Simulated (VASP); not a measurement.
# ScAl3 (Amm2) in VASP: single point with PBE

Aim: the single point of ScAl3 with PBE.

Everything below comes from runs of VASP 6.6.1. Logs are shortened: lines on timing, memory, paths and dates and some standing lists are left out, and cuts for length are marked.

## Step 1: The cell of the first run

Symmetry: Amm2, No. 38, orthorhombic system. The conventional cell has a = 4.105 Å, b = 5.806 Å, c = 5.806 Å, α = 90.00°, β = 90.00°, γ = 90.00°. Sc (site symmetry mm2) has 12 Al at 2.83 to 2.98 Å within 3.7 Å. Within 3.8 Å of Al (site symmetry m) lie 4 Sc at 2.87 to 2.94 Å and 8 Al at 2.90 Å. Within 3.7 Å of Al (site symmetry mm2) lie 4 Sc at 2.83 to 2.98 Å and 8 Al at 2.90 Å.

## Step 2: Single point, PBE (all Al atoms moved +0.075 Å, as atom 2 along Cartesian [1 1 0])

File INCAR:

```
SYSTEM = ScAl3
PREC     = Accurate       ! precision mode
ENCUT    = 520            ! plane-wave cutoff, eV
EDIFF    = 1E-6           ! SCF threshold, eV
ISMEAR   = 0              ! smearing method
SIGMA    = 0.15           ! smearing width, eV
LREAL    = .False.        ! projectors in reciprocal space
LASPH    = .True.         ! aspherical terms in the spheres
NELM     = 80             ! most SCF steps
ALGO     = Fast           ! electronic algorithm
ISIF     = 2              ! what is computed and relaxed
LWAVE    = .False.        ! write WAVECAR
LCHARG   = .False.        ! write CHGCAR
GGA      = PE             ! functional
NBANDS   = 18             ! bands
```

File KPOINTS:

```
regular mesh
0
Gamma
  12 12 12
  0 0 0
```

File POSCAR:

```
ScAl3
1.0
    4.1053305968      0.0000000000      0.0000000000
    0.0000000000      4.1053305968      0.0000000000
    0.0000000000      0.0000000000      4.1053305968
Sc Al
1 3
Direct
    0.0000000000      0.0000000000      0.0000000000
    0.5129180848      0.0129180848      0.5000000000
    0.0129180848      0.5129180848      0.5000000000
    0.5129180848      0.5129180848      0.0000000000
```

Potentials or basis: VASP PAW PBE potentials, release 64 (Sc_sv, Al).

Run with:

```console
cat potpaw_PBE.64/Sc_sv/POTCAR potpaw_PBE.64/Al/POTCAR > POTCAR
mpirun -np 1 vasp_std > vasp.out
```

OUTCAR:

```text
SYSTEM = ScAl3
   PREC = Accurate
   ENCUT = 520
   EDIFF = 1E-6
   ISMEAR = 0
   LREAL = .False.
   LASPH = .True.
   NELM = 80
   ISIF = 2
   GGA = PE

 ion  position               nearest neighbor table
   1  0.000  0.000  0.000-   4 2.83   3 2.87   2 2.87   2 2.87   3 2.87   4 2.90   4 2.90   3 2.94
                             2 2.94   3 2.94   2 2.94   4 2.98
   2  0.513  0.013  0.500-   1 2.87   1 2.87   4 2.90   3 2.90   4 2.90   3 2.90   4 2.90   4 2.90
                             3 2.90   3 2.90   1 2.94   1 2.94
   3  0.013  0.513  0.500-   1 2.87   1 2.87   4 2.90   2 2.90   4 2.90   2 2.90   2 2.90   4 2.90
                             4 2.90   2 2.90   1 2.94   1 2.94
   4  0.513  0.513  0.000-   1 2.83   2 2.90   3 2.90   2 2.90   3 2.90   2 2.90   2 2.90   3 2.90
                             3 2.90   1 2.90   1 2.90   1 2.98

  LATTYP: Found a simple cubic cell.
 ALAT       =     4.1053305968

  Lattice vectors:

 A1 = (   4.1053305968,   0.0000000000,   0.0000000000)
 A2 = (   0.0000000000,   4.1053305968,   0.0000000000)
 A3 = (   0.0000000000,   0.0000000000,   4.1053305968)

Analysis of symmetry for initial positions (statically):
=====================================================================
 Subroutine PRICEL returns:
 Original cell was already a primitive cell.

 Routine SETGRP: Setting up the symmetry group for a
 simple cubic supercell.

 Subroutine GETGRP returns: Found  4 space group operations
 (whereof  4 operations were pure point group operations)
 out of a pool of 48 trial point group operations.

The static configuration has the point symmetry C_2v.

Analysis of symmetry for dynamics (positions and initial velocities):
=====================================================================
 Subroutine PRICEL returns:
 Original cell was already a primitive cell.

 Routine SETGRP: Setting up the symmetry group for a
 simple cubic supercell.

 Subroutine GETGRP returns: Found  4 space group operations
 (whereof  4 operations were pure point group operations)
 out of a pool of 48 trial point group operations.

The dynamic configuration has the point symmetry C_2v.

 Subroutine INISYM returns: Found  4 space group operations
 (whereof  4 operations are pure point group operations),
 and found     1 'primitive' translations

----------------------------------------------------------------------------------------

                                     Primitive cell

  volume of cell :      69.1902

  direct lattice vectors                    reciprocal lattice vectors
     4.105330597  0.000000000  0.000000000     0.243585742  0.000000000  0.000000000
     0.000000000  4.105330597  0.000000000     0.000000000  0.243585742  0.000000000
     0.000000000  0.000000000  4.105330597     0.000000000  0.000000000  0.243585742

  length of vectors
     4.105330597  4.105330597  4.105330597     0.243585742  0.243585742  0.243585742

  position of ions in fractional coordinates (direct lattice)
     0.000000000  0.000000000  0.000000000
     0.512918085  0.012918085  0.500000000
     0.012918085  0.512918085  0.500000000
     0.512918085  0.512918085  0.000000000

  ion indices of the primitive-cell ions
   primitive index   ion index
                 1           1
                 2           2
                 3           3
                 4           4

----------------------------------------------------------------------------------------

 KPOINTS: regular mesh

Automatic generation of k-mesh.
 Grid dimensions read from file:
 generate k-points for:   12   12   12

 Generating k-lattice:

  Cartesian coordinates                     Fractional coordinates (reciprocal lattice)
     0.020298812  0.000000000  0.000000000     0.083333333  0.000000000  0.000000000
     0.000000000  0.020298812  0.000000000     0.000000000  0.083333333  0.000000000
     0.000000000  0.000000000  0.020298812     0.000000000  0.000000000  0.083333333

  Length of vectors
     0.020298812  0.020298812  0.020298812

  Shift w.r.t. Gamma in fractional coordinates (k-lattice)
     0.000000000  0.000000000  0.000000000

 Subroutine IBZKPT returns following result:
 ===========================================

 Found    301 irreducible k-points:

 Following reciprocal coordinates:
            Coordinates               Weight
  0.000000  0.000000  0.000000      1.000000
  0.083333  0.000000  0.000000      4.000000
  0.000000  0.000000  0.083333      2.000000
  0.166667  0.000000  0.000000      4.000000
  0.000000  0.000000  0.166667      2.000000
  0.250000  0.000000  0.000000      4.000000
[... 16 lines left out ...]
  0.083333  0.000000  0.250000      8.000000
 -0.083333  0.250000  0.000000      4.000000
 [... further k-points ...]
   k-points           NKPTS =    301   k-points in BZ     NKDIM =    301   number of bands    NBANDS=     18
   number of dos      NEDOS =    301   number of ions     NIONS =      4
   total plane-waves  NPLWV =  32768
   dimension x,y,z NGX =    32 NGY =   32 NGZ =   32
   dimension x,y,z NGXF=    64 NGYF=   64 NGZF=   64
   ions per type =               1   3
   NGX,Y,Z   is equivalent  to a cutoff of  12.96, 12.96, 12.96 a.u.
   NGXF,Y,Z  is equivalent  to a cutoff of  25.92, 25.92, 25.92 a.u.
 SYSTEM =  ScAl3
   PREC   = accura    normal or accurate (medium, high low for compatibility)
   ISTART =      0    job   : 0-new  1-cont  2-samecut
   ICHARG =      2    charge: 1-file 2-atom 10-const
   ISPIN  =      1    spin polarized calculation?
   LNONCOLLINEAR =      F non collinear calculations
   LSORBIT =      F    spin-orbit coupling
   LASPH  =      T    aspherical Exc in radial PAW
   ENCUT  =  520.0 eV  38.22 Ry    6.18 a.u.   7.63  7.63  7.63*2*pi/ulx,y,z
   NELM   =     80;   NELMIN=  2; NELMDL= -5     # of ELM steps
   EDIFF  = 0.1E-05   stopping-criterion for ELM
   LREAL  =      F    real-space projection
   EDIFFG = 0.1E-04   stopping-criterion for IOM
   NSW    =      0    number of steps for IOM
   IBRION =     -1    ionic relax: 0-MD 1-quasi-New 2-CG
   NFREE  =      0    steps in history (QN), initial steepest desc. (CG)
   ISIF   =      2    stress and relaxation
   ISYM   =      2    0-nonsym 1-usesym 2-fastsym
   POTIM  = 0.5000    time-step for ionic-motion
   TEBEG  =    0.0;   TEEND  =   0.0 temperature during run
   PSTRESS=    0.0 pullay stress
   NELECT =      20.0000    total number of electrons
   NUPDOWN=      -1.0000    fix difference up-down
   EMIN   =  10.00;   EMAX   =-10.00  energy-range for DOS
   EFERMI =   0.00;   METHOD = LEGACY
   ISMEAR =     0;   SIGMA  =   0.15  broadening in eV -4-tet -1-fermi 0-gaus
   EFERMI_NEDOS =   21; number of points for ismear=-14 and -15
   IALGO  =     68    algorithm
   IMIX   =      4    mixing-type and parameters
     AMIX     =   0.40;   BMIX     =  1.00
     AMIX_MAG =   1.60;   BMIX_MAG =  1.00
  volume/ion in A,a.u.               =      17.30       116.73
  Fermi-wavevector in a.u.,A,eV,Ry     =   1.082439  2.045513 15.941590  1.171674
  Thomas-Fermi vector in A             =   2.218480
   LORBIT       =      0    0 simple, 1 ext, 2 COOP (PROOUT), +10 PAW based schemes
   GGA     = PE    functional components
   LHFCALC =     F    Hartree Fock is set to
   AEXX    =    0.0000 exact exchange contribution
   IVDW    =     0    specifies the selected vdW correction
   LEPSILON=     F    determine dielectric tensor
   LRPA    =     F    only Hartree local field effects (RPA)
 non-spin polarized calculation
 RMM-DIIS sequential band-by-band and
 Gauss-broadening in eV      SIGMA  =   0.15
  energy-cutoff  :      520.00
  volume of cell :       69.19
 maximum number of plane-waves:      1888
   NGX = 15   NGY = 15   NGZ = 15

 number of electron      19.9999997 magnetization

 Free energy of the ion-electron system (eV)
  ---------------------------------------------------
  ext. energy  EPLUGINS =         0.00000000
  ---------------------------------------------------
  free energy    TOTEN  =       -19.28044380 eV

  energy without entropy =      -19.26538337  energy(sigma->0) =      -19.27291358

 E-fermi :   7.1747     XC(G=0): -10.3662

 val. band max:        7.1476800961   @ k =   0.2500   0.0833   0.0000
 cond. band min:       7.1826947279   @ k =   0.3333   0.2500   0.0000
 fundamental gap:      0.0350146318
 Fermi energy:         7.1746846968

 k-point     1 :       0.0000    0.0000    0.0000
  band No.  band energies     occupation
      1     -41.8555      2.00000
      2     -20.5557      2.00000
      3     -20.5550      2.00000
      4     -20.5543      2.00000
      5      -2.8054      2.00000
      6       4.5471      2.00000
[... 10 lines left out ...]
     17      12.4021      0.00000
     18      12.4482      0.00000

 k-point     2 :       0.0833    0.0000    0.0000
  band No.  band energies     occupation
      1     -41.8555      2.00000
      2     -20.5573      2.00000
      3     -20.5549      2.00000
      4     -20.5547      2.00000
      5      -2.7419      2.00000
      6       3.9539      2.00000
[... 10 lines left out ...]
     17      12.4568      0.00000
     18      12.5061      0.00000

 k-point     3 :       0.0000    0.0000    0.0833
  band No.  band energies     occupation
      1     -41.8555      2.00000
      2     -20.5571      2.00000
      3     -20.5556      2.00000
      4     -20.5542      2.00000
      5      -2.7419      2.00000
      6       3.9538      2.00000
[... 10 lines left out ...]
     17      12.4779      0.00000
     18      12.5163      0.00000

 k-point     4 :       0.1667    0.0000    0.0000
  band No.  band energies     occupation
      1     -41.8552      2.00000
      2     -20.5627      2.00000
      3     -20.5544      2.00000
      4     -20.5544      2.00000
      5      -2.5529      2.00000
      6       3.0141      2.00000
[... 375 lines left out ...]
      4     -20.5536      2.00000
      5      -2.1816      2.00000
      6       2.1024      2.00000
[... 10 lines left out ...]
     17      12.0338      0.00000
     18      12.8255      0.00000

 k-point    23 :       0.0833    0.0000    0.2500
  band No.  band energies     occupation
      1     -41.8549      2.00000
      2     -20.5701      2.00000
      3     -20.5560      2.00000
      4     -20.5535      2.00000
      5      -2.1815      2.00000
      6       2.1026      2.00000
[... 10 lines left out ...]
     17      12.0389      0.00000
     18      12.9734      0.00000

 k-point    24 :      -0.0833    0.2500    0.0000
  band No.  band energies     occupation
      1     -41.8549      2.00000
      2     -20.5701      2.00000
      3     -20.5558      2.00000
      4     -20.5537      2.00000
      5      -2.1816      2.00000
      6       2.1025      2.00000
[... 10 lines left out ...]
     17      12.0217      0.00000
     18      12.8633      0.00000

 [... further k-points ...]

------------------------ aborting loop because EDIFF is reached ----------------------------------------

  FORCE on cell =-STRESS in cart. coord.  units (eV):
  Direction    XX          YY          ZZ          XY          YZ          ZX
  --------------------------------------------------------------------------------------
  -------------------------------------------------------------------------------------
  Total        0.0912356      0.0912356      0.0847072      0.0414997      0.0000000      0.0000000
  in kB        2.1126637      2.1126637      1.9614918      0.9609739      0.0000000      0.0000000
  external PRESSURE =       2.0622731 kB  Pullay stress =       0.0000000 kB

 VOLUME and BASIS-vectors are now :
 -----------------------------------------------------------------------------
  energy-cutoff  :      520.00
  volume of cell :       69.19
      direct lattice vectors                 reciprocal lattice vectors
     4.105330597  0.000000000  0.000000000     0.243585742  0.000000000  0.000000000
     0.000000000  4.105330597  0.000000000     0.000000000  0.243585742  0.000000000
     0.000000000  0.000000000  4.105330597     0.000000000  0.000000000  0.243585742

 POSITION                                       TOTAL-FORCE (eV/Angst)
 -----------------------------------------------------------------------------------
      0.00000      0.00000      0.00000         0.499948      0.499948      0.000000
      2.10570      0.05303      2.05267        -0.224510     -0.048380      0.000000
      0.05303      2.10570      2.05267        -0.048380     -0.224510      0.000000
      2.10570      2.10570      0.00000        -0.227058     -0.227058      0.000000
 -----------------------------------------------------------------------------------
    total drift:                                0.000809      0.000809      0.000000

  FREE ENERGIE OF THE ION-ELECTRON SYSTEM (eV)
  ---------------------------------------------------
  free  energy   TOTEN  =       -19.2804437988 eV

  energy  without entropy=      -19.2653833669  energy(sigma->0) =      -19.27291358
```

Wall time 3.8 min (1 thread of Intel Xeon Platinum 8488C (Sapphire Rapids), shared host); peak memory 0.45 GiB.

Results:

```yaml
Free_energy: -19.2804 eV
Pressure: 0.2 GPa
Largest_force: 0.707 eV/Å
Band_gap_on_the_k_mesh: zero (bands 10 and 11 overlap by 3.85 eV)
```

Forces on the atoms (eV/Å):
```
Sc   0.500  0.500  0.000
Al  -0.225 -0.048  0.000
Al  -0.048 -0.225  0.000
Al  -0.227 -0.227  0.000
```

Stress tensor (GPa, compression positive):
```
0.21 0.10 0.00
0.10 0.21 0.00
0.00 0.00 0.20
```

Caveat: the cell differs from its parent crystal (all Al atoms moved +0.075 Å, as atom 2 along Cartesian [1 1 0]).

The gap in the log of VASP goes by the Fermi energy; the results here count the filled bands.